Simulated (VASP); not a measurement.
# Mg (P6/mmm) in VASP: further runs

Mg is run at these levels: PBE; tasks: single point.

Program: VASP 6.6.1. These are calculated values, not measurements. Logs are shortened: lines on timing, memory, paths and dates and some standing lists are left out, and cuts for length are marked.

## Step 1: The cell of the first run

Symmetry: P6/mmm, No. 191, hexagonal system. Conventional cell: a = 3.294 Å, b = 3.294 Å, c = 3.167 Å, α = 90.00°, β = 90.00°, γ = 120.00°. Mg (site symmetry 6/mmm) has 8 Mg at 3.17 to 3.29 Å within 4.2 Å.

This isn't the form of Mg at room conditions, which is hcp.

## Step 2: Single point, PBE (strain +0.080 along x and y, +0.040 along z)

INCAR

```
SYSTEM = Mg
PREC     = Accurate       ! precision mode
ENCUT    = 520            ! plane-wave cutoff, eV
EDIFF    = 1E-7           ! SCF threshold, eV
ISMEAR   = 0              ! smearing method
SIGMA    = 0.15           ! smearing width, eV
LREAL    = .FALSE.        ! projectors in reciprocal space
LASPH    = .TRUE.         ! aspherical terms in the spheres
NELM     = 80             ! most SCF steps
ALGO     = Fast           ! electronic algorithm
ISIF     = 2              ! what is computed and relaxed
LWAVE    = .FALSE.        ! write WAVECAR
LCHARG   = .FALSE.        ! write CHGCAR
GGA      = PE             ! functional
NBANDS   = 7              ! bands
```

KPOINTS

```
Automatic mesh
0
G
  18 18 16
  0 0 0
```

POSCAR

```
Mg
1.0
    3.2943237845      0.0000000000      0.0000000000
   -1.6471618923      2.8529680857      0.0000000000
    0.0000000000      0.0000000000      3.1666310728
Mg
1
Direct
    0.0000000000      0.0000000000      0.0000000000
```

Potentials or basis: VASP PAW PBE potentials, release 64 (Mg).

The run is started by

```console
cat potpaw_PBE.64/Mg/POTCAR > POTCAR
mpirun -np 1 vasp_std > vasp.out
```

OUTCAR:

```text
SYSTEM = Mg
   PREC = Accurate
   ENCUT = 520
   EDIFF = 1E-7
   ISMEAR = 0
   LREAL = .FALSE.
   LASPH = .TRUE.
   NELM = 80
   ISIF = 2
   GGA = PE

 ion  position               nearest neighbor table
   1  0.000  0.000  0.000-

  LATTYP: Found a hexagonal cell.
 ALAT       =     3.2943237845
 C/A-ratio  =     0.9612385667

  Lattice vectors:

 A1 = (   3.2943237845,   0.0000000000,   0.0000000000)
 A2 = (  -1.6471618923,   2.8529680857,   0.0000000000)
 A3 = (   0.0000000000,   0.0000000000,   3.1666310728)

Analysis of symmetry for initial positions (statically):
=====================================================================
 Subroutine PRICEL returns:
 Original cell was already a primitive cell.

 Routine SETGRP: Setting up the symmetry group for a
 hexagonal supercell.

 Subroutine GETGRP returns: Found 24 space group operations
 (whereof 24 operations were pure point group operations)
 out of a pool of 24 trial point group operations.

The static configuration has the point symmetry D_6h.

Analysis of symmetry for dynamics (positions and initial velocities):
=====================================================================
 Subroutine PRICEL returns:
 Original cell was already a primitive cell.

 Routine SETGRP: Setting up the symmetry group for a
 hexagonal supercell.

 Subroutine GETGRP returns: Found 24 space group operations
 (whereof 24 operations were pure point group operations)
 out of a pool of 24 trial point group operations.

The dynamic configuration has the point symmetry D_6h.

 Subroutine INISYM returns: Found 24 space group operations
 (whereof 24 operations are pure point group operations),
 and found     1 'primitive' translations

----------------------------------------------------------------------------------------

                                     Primitive cell

  volume of cell :      29.7619

  direct lattice vectors                    reciprocal lattice vectors
     3.294323784  0.000000000  0.000000000     0.303552433  0.175256079  0.000000000
    -1.647161892  2.852968086  0.000000000     0.000000000  0.350512158  0.000000000
     0.000000000  0.000000000  3.166631073     0.000000000  0.000000000  0.315793023

  length of vectors
     3.294323784  3.294323785  3.166631073     0.350512158  0.350512158  0.315793023

  position of ions in fractional coordinates (direct lattice)
     0.000000000  0.000000000  0.000000000

  ion indices of the primitive-cell ions
   primitive index   ion index
                 1           1

----------------------------------------------------------------------------------------

 KPOINTS: Automatic mesh

Automatic generation of k-mesh.
 Grid dimensions read from file:
 generate k-points for:   18   18   16

 Generating k-lattice:

  Cartesian coordinates                     Fractional coordinates (reciprocal lattice)
     0.016864024  0.009736449  0.000000000     0.055555556 -0.000000000  0.000000000
     0.000000000  0.019472898  0.000000000     0.000000000  0.055555556  0.000000000
     0.000000000  0.000000000  0.019737064     0.000000000  0.000000000  0.062500000

  Length of vectors
     0.019472898  0.019472898  0.019737064

  Shift w.r.t. Gamma in fractional coordinates (k-lattice)
     0.000000000  0.000000000  0.000000000

 Subroutine IBZKPT returns following result:
 ===========================================

 Found    333 irreducible k-points:

 Following reciprocal coordinates:
            Coordinates               Weight
  0.000000  0.000000  0.000000      1.000000
  0.055556  0.000000  0.000000      6.000000
  0.111111  0.000000  0.000000      6.000000
  0.166667  0.000000  0.000000      6.000000
  0.222222  0.000000  0.000000      6.000000
  0.277778  0.000000  0.000000      6.000000
[... 16 lines left out ...]
  0.333333  0.111111  0.000000     12.000000
  0.388889  0.111111  0.000000     12.000000
 [... further k-points ...]
   k-points           NKPTS =    333   k-points in BZ     NKDIM =    333   number of bands    NBANDS=      7
   number of dos      NEDOS =    301   number of ions     NIONS =      1
   total plane-waves  NPLWV =  18816
   dimension x,y,z NGX =    28 NGY =   28 NGZ =   24
   dimension x,y,z NGXF=    56 NGYF=   56 NGZF=   48
   ions per type =               1
   NGX,Y,Z   is equivalent  to a cutoff of  14.13, 14.13, 12.60 a.u.
   NGXF,Y,Z  is equivalent  to a cutoff of  28.26, 28.26, 25.20 a.u.
 SYSTEM =  Mg
   PREC   = accura    normal or accurate (medium, high low for compatibility)
   ISTART =      0    job   : 0-new  1-cont  2-samecut
   ICHARG =      2    charge: 1-file 2-atom 10-const
   ISPIN  =      1    spin polarized calculation?
   LNONCOLLINEAR =      F non collinear calculations
   LSORBIT =      F    spin-orbit coupling
   LASPH  =      T    aspherical Exc in radial PAW
   ENCUT  =  520.0 eV  38.22 Ry    6.18 a.u.   6.13  6.13  5.89*2*pi/ulx,y,z
   NELM   =     80;   NELMIN=  2; NELMDL= -5     # of ELM steps
   EDIFF  = 0.1E-06   stopping-criterion for ELM
   LREAL  =      F    real-space projection
   EDIFFG = 0.1E-05   stopping-criterion for IOM
   NSW    =      0    number of steps for IOM
   IBRION =     -1    ionic relax: 0-MD 1-quasi-New 2-CG
   NFREE  =      0    steps in history (QN), initial steepest desc. (CG)
   ISIF   =      2    stress and relaxation
   ISYM   =      2    0-nonsym 1-usesym 2-fastsym
   POTIM  = 0.5000    time-step for ionic-motion
   TEBEG  =    0.0;   TEEND  =   0.0 temperature during run
   PSTRESS=    0.0 pullay stress
   NELECT =       2.0000    total number of electrons
   NUPDOWN=      -1.0000    fix difference up-down
   EMIN   =  10.00;   EMAX   =-10.00  energy-range for DOS
   EFERMI =   0.00;   METHOD = LEGACY
   ISMEAR =     0;   SIGMA  =   0.15  broadening in eV -4-tet -1-fermi 0-gaus
   EFERMI_NEDOS =   21; number of points for ismear=-14 and -15
   IALGO  =     68    algorithm
   IMIX   =      4    mixing-type and parameters
     AMIX     =   0.40;   BMIX     =  1.00
     AMIX_MAG =   1.60;   BMIX_MAG =  1.00
  volume/ion in A,a.u.               =      29.76       200.84
  Fermi-wavevector in a.u.,A,eV,Ry     =   0.665576  1.257757  6.027272  0.442992
  Thomas-Fermi vector in A             =   1.739614
   LORBIT       =      0    0 simple, 1 ext, 2 COOP (PROOUT), +10 PAW based schemes
   GGA     = PE    functional components
   LHFCALC =     F    Hartree Fock is set to
   AEXX    =    0.0000 exact exchange contribution
   IVDW    =     0    specifies the selected vdW correction
   LEPSILON=     F    determine dielectric tensor
   LRPA    =     F    only Hartree local field effects (RPA)
 non-spin polarized calculation
 RMM-DIIS sequential band-by-band and
 Gauss-broadening in eV      SIGMA  =   0.15
  energy-cutoff  :      520.00
  volume of cell :       29.76
 maximum number of plane-waves:       828
 NGX is ok and might be reduce to    28
   NGX = 13   NGY = 13   NGZ = 11

 number of electron       2.0000000 magnetization

 Free energy of the ion-electron system (eV)
  ---------------------------------------------------
  ext. energy  EPLUGINS =         0.00000000
  ---------------------------------------------------
  free energy    TOTEN  =        -1.22639030 eV

  energy without entropy =       -1.22128799  energy(sigma->0) =       -1.22383915

 E-fermi :   1.3836     XC(G=0):  -7.6996

 val. band max:        1.3702157239   @ k =   0.5000   0.0000   0.3125
 cond. band min:       1.4027202225   @ k =   0.3889   0.0556   0.4375
 fundamental gap:      0.0325044986
 Fermi energy:         1.3836184889

 k-point     1 :       0.0000    0.0000    0.0000
  band No.  band energies     occupation
      1      -4.5053      2.00000
      2       9.1337      0.00000
      3       9.6987      0.00000
      4      12.4648      0.00000
      5      12.4648      0.00000
      6      12.5284      0.00000
      7      12.5284      0.00000

 k-point     2 :       0.0556    0.0000    0.0000
  band No.  band energies     occupation
      1      -4.4482      2.00000
      2       9.0732      0.00000
      3       9.7478      0.00000
      4      11.2553      0.00000
      5      11.6548      0.00000
      6      12.8407      0.00000
      7      13.4386      0.00000

 k-point     3 :       0.1111    0.0000    0.0000
  band No.  band energies     occupation
      1      -4.2771      2.00000
      2       8.6824      0.00000
      3       9.8951      0.00000
      4      10.0749      0.00000
      5      10.9140      0.00000
      6      12.6406      0.00000
      7      14.4795      0.00000

 k-point     4 :       0.1667    0.0000    0.0000
  band No.  band energies     occupation
      1      -3.9924      2.00000
      2       7.5541      0.00000
      3       9.6002      0.00000
      4      10.1407      0.00000
      5      10.2730      0.00000
      6      12.4541      0.00000
      7      15.6190      0.00000

 k-point     5 :       0.2222    0.0000    0.0000
  band No.  band energies     occupation
      1      -3.5950      2.00000
      2       6.1536      0.00000
      3       9.3910      0.00000
      4       9.7315      0.00000
      5      10.4847      0.00000
      6      12.4580      0.00000
      7      16.8538      0.00000
[... 161 lines left out ...]
 k-point    22 :       0.2778    0.1111    0.0000
  band No.  band energies     occupation
      1      -2.2984      2.00000
      2       3.6065      0.00000
      3       6.4360      0.00000
      4      11.3233      0.00000
      5      11.6168      0.00000
      6      13.6628      0.00000
      7      16.8686      0.00000

 k-point    23 :       0.3333    0.1111    0.0000
  band No.  band energies     occupation
      1      -1.5718      2.00000
      2       2.3752      0.00000
      3       6.1858      0.00000
      4      11.3456      0.00000
      5      12.2568      0.00000
      6      14.1025      0.00000
      7      15.7755      0.00000

 k-point    24 :       0.3889    0.1111    0.0000
  band No.  band energies     occupation
      1      -0.7386      2.00000
      2       1.2378      1.83069
      3       6.0346      0.00000
      4      11.3241      0.00000
      5      12.9945      0.00000
      6      14.7597      0.00000
      7      14.7630      0.00000

 [... further k-points ...]

------------------------ aborting loop because EDIFF is reached ----------------------------------------

  FORCE on cell =-STRESS in cart. coord.  units (eV):
  Direction    XX          YY          ZZ          XY          YZ          ZX
  --------------------------------------------------------------------------------------
  -------------------------------------------------------------------------------------
  Total       -0.7206759     -0.7206759     -0.3241205      0.0000000     -0.0000000      0.0000000
  in kB      -38.7962656    -38.7962656    -17.4484326      0.0000000     -0.0000000      0.0000000
  external PRESSURE =     -31.6803212 kB  Pullay stress =       0.0000000 kB

 VOLUME and BASIS-vectors are now :
 -----------------------------------------------------------------------------
  energy-cutoff  :      520.00
  volume of cell :       29.76
      direct lattice vectors                 reciprocal lattice vectors
     3.294323784  0.000000000  0.000000000     0.303552433  0.175256079  0.000000000
    -1.647161892  2.852968086  0.000000000     0.000000000  0.350512158  0.000000000
     0.000000000  0.000000000  3.166631073     0.000000000  0.000000000  0.315793023

 POSITION                                       TOTAL-FORCE (eV/Angst)
 -----------------------------------------------------------------------------------
      0.00000      0.00000      0.00000        -0.000000      0.000000      0.000000
 -----------------------------------------------------------------------------------
    total drift:                               -0.000000     -0.000000      0.000000

  FREE ENERGIE OF THE ION-ELECTRON SYSTEM (eV)
  ---------------------------------------------------
  free  energy   TOTEN  =        -1.2263902963 eV

  energy  without entropy=       -1.2212879938  energy(sigma->0) =       -1.22383915
```

It took 52 s on 1 thread of Intel Xeon Platinum 8259CL at 2.50GHz (Skylake/Cascade Lake), shared host; peak memory 0.2 GiB.

What came out:

| Quantity | Value |
| --- | --- |
| Free energy | -1.2264 eV |
| Pressure | -3.2 GPa |
| Band gap on the k mesh | zero (bands 1 and 2 overlap by 4.67 eV) |

Levels at points of the mesh, in eV from the Fermi level:
```csv
k point,band 1,band 2,band 3,band 4,band 5
"(0.00, 0.00, 0.00)",-5.89,7.75,8.32,11.08,11.08
"(0.50, 0.00, 0.00)",-1.36,-1.34,7.12,7.28,12.27
"(0.00, 0.00, 0.50)",-2.56,-1.82,13.19,13.19,14.10
"(0.50, 0.00, 0.50)",1.46,2.03,2.47,3.09,9.95
```

Caveat: the cell differs from its parent crystal (strain +0.080 along x and y, +0.040 along z); the cell stands under tension.

## Step 3: Single point, PBE (strain +0.080 along x and y, +0.080 along z)

INCAR

```
SYSTEM = Mg
PREC = Accurate ; ENCUT = 520
EDIFF = 1E-6 ; ISMEAR = 0
SIGMA = 0.15 ; LREAL = .FALSE.
LASPH = .TRUE. ; NELM = 80
ALGO = Fast ; ISIF = 2
LWAVE = .FALSE. ; LCHARG = .FALSE.
GGA = PE ; NBANDS = 7
```

KPOINTS is that of step 2.

POSCAR: that of step 2 with these lines changed.

```diff
@@ -4,3 +4,3 @@
    -1.6471618923      2.8529680857      0.0000000000
-    0.0000000000      0.0000000000      3.1666310728
+    0.0000000000      0.0000000000      3.2884245756
 Mg
```

Potentials or basis: VASP PAW PBE potentials, release 64 (Mg).

The run is started by

```console
cat potpaw_PBE.64/Mg/POTCAR > POTCAR
mpirun -np 1 vasp_std > vasp.out
```

Wall time 38 s (1 thread of Intel Xeon Platinum 8259CL at 2.50GHz (Skylake/Cascade Lake), shared host); peak memory 0.2 GiB.

Results (log left out):

| Item | Value |
| --- | --- |
| Free energy | -1.2097 eV |
| Pressure | -3.6 GPa |
| Band gap on the k mesh | zero (bands 1 and 2 overlap by 4.44 eV) |

Stress tensor (GPa, compression positive):
```
-3.94  0.00  0.00
 0.00 -3.94  0.00
 0.00  0.00 -2.83
```

Levels at points of the mesh, in eV from the Fermi level:
```csv
k point,band 1,band 2,band 3,band 4
"(0.00, 0.00, 0.00)",-5.74,7.26,7.40,11.21
"(0.50, 0.00, 0.00)",-1.20,-1.19,7.27,7.39
"(0.00, 0.00, 0.50)",-2.79,-1.79,13.04,13.04
"(0.50, 0.00, 0.50)",1.26,2.10,2.22,3.12
```

Caveat: the cell differs from its parent crystal (strain +0.080 along x and y, +0.080 along z); the cell stands under tension.
